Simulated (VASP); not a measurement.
A run of VASP 6.6.1:

INCAR

```
SYSTEM = Be2C
ALGO = Normal ; EDIFF = 1E-6
ENCUT = 600 ; GGA = PE
GGA_COMPAT = .FALSE. ; ISIF = 2
ISMEAR = 0 ; LASPH = .TRUE.
LCHARG = .TRUE. ; LELF = .TRUE.
LREAL = .FALSE. ; LVHAR = .TRUE.
LWAVE = .FALSE. ; NBANDS = 11
NELM = 120 ; PREC = Accurate
SIGMA = 0.01
```

The input KPOINTS:

```
k-points
0
G
  6 6 6
  0 0 0
```

The input POSCAR:

```
Be2C
1.0
    0.0000000000      2.1604856482      2.1604856482
    2.1604856482      0.0000000000      2.1604856482
    2.1604856482      2.1604856482      0.0000000000
C Be
1 2
Direct
    0.0000000000      0.0000000000      0.0000000000
    0.2500000000      0.2500000000      0.2500000000
    0.7500000000      0.7500000000      0.7500000000
```

Potentials or basis: VASP PAW PBE potentials, release 64 (C, Be).

Run with:

```sh
$ cat potpaw_PBE.64/C/POTCAR potpaw_PBE.64/Be/POTCAR > POTCAR
$ mpirun -np 1 vasp_std > vasp.out
```

Hardware: 1 thread of Intel(R) Xeon(R) Platinum 8488C (Sapphire Rapids), on a shared host.

Task: How long does it take, and how much memory?

Result: It took 3.4 s on 1 thread of Intel(R) Xeon(R) Platinum 8488C (Sapphire Rapids), on a shared host, peak memory 0.13 GiB. Counts: scf iterations 12, k points 16.
